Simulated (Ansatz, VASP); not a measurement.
Hf: VASP beside Ansatz

INCAR

```
PREC = Accurate
ENCUT = 520
EDIFF = 1E-6
ISMEAR = 0
SIGMA = 0.05
LREAL = False
LASPH = True
NELM = 100
ALGO = Normal
ISIF = 2
LWAVE = False
LCHARG = False
GGA = PE
NBANDS = 11
```

The input KPOINTS:

```
Automatic mesh
0
Gamma
  8 8 8
```

File POSCAR:

```
Hf
1.0
   -1.7770478250      1.7770478250      1.7770478250
    1.7770478250     -1.7770478250      1.7770478250
    1.7770478250      1.7770478250     -1.7770478250
Hf
1
Direct
    0.0000000000      0.0000000000      0.0000000000
```

Input for Ansatz:

```yaml
crystal:
  lattice:
    - [-1.777047825, 1.777047825, 1.777047825]
    - [1.777047825, -1.777047825, 1.777047825]
    - [1.777047825, 1.777047825, -1.777047825]
  atoms:
    - { symbol: Hf, position: [0.0, 0.0, 0.0] }
basis:
  ecutwfc: 600
  ecutrho_ratio: 5
kpoints:
  mp_grid: { grid: [8, 8, 8] }
hamiltonian:
  xc: pbe
scf:
  occupations: { method: gaussian, width: 0.05 }
output:
  forces: true
  stress: true
  eigenvalues: true
```

Alike in both runs: task single point; functional PBE; k mesh 8 × 8 × 8; occupations gaussian, width 0.05 eV; no spin polarisation.

|  | VASP | Ansatz |
| --- | --- | --- |
| version | VASP 6.6.1 | Ansatz 0.2.0 |
| potentials or method | VASP PAW PBE potentials, release 64 (Hf_pv), cutoff 520 eV | scalar-relativistic, plane waves, PAW |
| valence electrons in the cell | 10 | 26 |

```tsv
	VASP	Ansatz	Ansatz less VASP
gap on the k mesh at the Fermi level (eV)	none	none	-
pressure (GPa)	-1.3	-0.9	+0.36
```

A gap of «none» marks a metal or a gap that the smearing closes. VASP's potentials hold 10 valence electrons a cell and Ansatz's 26, so a difference there can come from the potentials and not from the codes.

Neither program's run includes spin-orbit coupling.
